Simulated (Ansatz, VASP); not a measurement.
One calculation of Pb, two programs

```
Pb
1.0
     3.48000    0.00000    0.00000
    -1.74000    3.01377    0.00000
     0.00000    0.00000   23.38500
Pb
4
Direct
  0.66667 0.33333 0.32072
  0.33333 0.66667 0.44024
  0.66667 0.33333 0.55976
  0.33333 0.66667 0.67928
```

Alike in both runs: functional PBE; k mesh 9 × 9 × 1; occupations fermi-dirac, width 0.05 eV; no spin polarisation.

|  | VASP | Ansatz |
| --- | --- | --- |
| version | VASP 6.6.1 | Ansatz 0.2.0 |
| potentials or method | VASP PAW PBE potentials, release 64 (Pb_d) | SSSP efficiency PAW |
| plane-wave cutoff (eV) | 520 | 544 |
| valence electrons in the cell | 56 | 56 |
| task | single point | band structure |

```csv
,VASP,Ansatz,Ansatz less VASP
gap on the k mesh at the Fermi level (eV),none,none,-
rms of the force components (eV/Å),0.167,0.168,+0.0006
"work function, face that differs most (eV)",3.80,3.80,+0.002
```

Atom by atom the forces differ by 0.002 eV/Å (rms over components). A gap of «none» marks a metal or a gap that the smearing closes. The functional is the same, so the differences come from potentials, cutoffs and numerics.

Spin-orbit coupling is off throughout.
